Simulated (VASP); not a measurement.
A run of VASP 6.6.1:

POSCAR

```
Tl3O2
1.0
    4.2036880621      0.0000000000      0.0000000000
   -2.1018440311      3.6405006514      0.0000000000
    0.0000000000      0.0000000000      6.5402557921
Tl O
3 2
Direct
    0.0000000000      0.0000000000      0.0000000000
    0.3333333333      0.6666666667      0.6450000000
    0.6666666667      0.3333333333      0.3550000000
    0.3333333333      0.6666666667      0.2450000000
    0.6666666667      0.3333333333      0.7550000000
```

File INCAR.step1:

```
SYSTEM = Tl3O2
  PREC = Accurate
  ENCUT = 520
  ISMEAR = 0
  SIGMA = 0.1
  LREAL = .False.
  LASPH = .True.
  NELM = 60
  NBANDS = 34
  GGA = PE
  ALGO = Normal
  EDIFF = 1E-4
  LWAVE = .True.
  LCHARG = .False.
```

The input INCAR.step2:

```
SYSTEM = Tl3O2
  PREC = Accurate
  ENCUT = 520
  EDIFF = 1E-6
  ISMEAR = 0
  SIGMA = 0.1
  LREAL = .False.
  LASPH = .True.
  NELM = 60
  ALGO = Normal
  ISIF = 2
  LWAVE = .False.
  LCHARG = .False.
  METAGGA = R2SCAN
  LMIXTAU = .True.
  NBANDS = 34
  ISTART = 1
```

The input KPOINTS:

```
regular mesh
0
Gamma
  6 6 4
  0 0 0
```

Potentials or basis: VASP PAW PBE potentials, release 64 (Tl_d, O).

The run is started by

```bash
$ cat potpaw_PBE.64/Tl_d/POTCAR potpaw_PBE.64/O/POTCAR > POTCAR
$ cp INCAR.step1 INCAR
$ mpirun -np 1 vasp_std > vasp.out
$ cp INCAR.step2 INCAR
$ mpirun -np 1 vasp_std > vasp.out
```

Hardware: 1 thread of AMD EPYC 7R43 64-Core Processor (Zen 3), on a shared host.

Estimate the wall time of this run.

It took 5 min on 1 thread of AMD EPYC 7R43 64-Core Processor (Zen 3) (shared host), peak memory 0.22 GiB. Counts: k points 24.
